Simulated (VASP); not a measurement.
A run of VASP 6.6.1 is set up as follows.

The input INCAR:

```
  PREC = Accurate
  ENCUT = 520
  EDIFF = 1E-7
  ISMEAR = 0
  SIGMA = 0.15
  LREAL = False
  LASPH = True
  NELM = 80
  ALGO = Normal
  ISIF = 2
  LWAVE = False
  LCHARG = False
  GGA = PE
  NBANDS = 12
```

KPOINTS

```
Automatic mesh
0
Gamma
  22 22 22
```

Contents of POSCAR:

```
Cu
1.0
    0.0000000000      1.7532750000      1.8346125000
    1.7532750000      0.0000000000      1.8346125000
    1.7532750000      1.7532750000      0.0000000000
Cu
1
Direct
    0.0000000000      0.0000000000      0.0000000000
```

Potentials or basis: VASP PAW PBE potentials, release 64 (Cu).

Command:

```console
$ cat potpaw_PBE.64/Cu/POTCAR > POTCAR
$ mpirun -np 1 vasp_std > vasp.out
```

Q: Predict the band gap on the k mesh.

A: Zero (an odd number of electrons rules out a gap without spin polarisation).

Q: Predict the pressure.

A: 10.1 GPa.

Stress tensor (GPa, compression positive):
```
11.29  0.00  0.00
 0.00 11.29  0.00
 0.00  0.00  7.78
```

Caveat: the cell differs from its parent crystal (strain -0.030 along x and y, +0.015 along z); the cell stands under pressure.
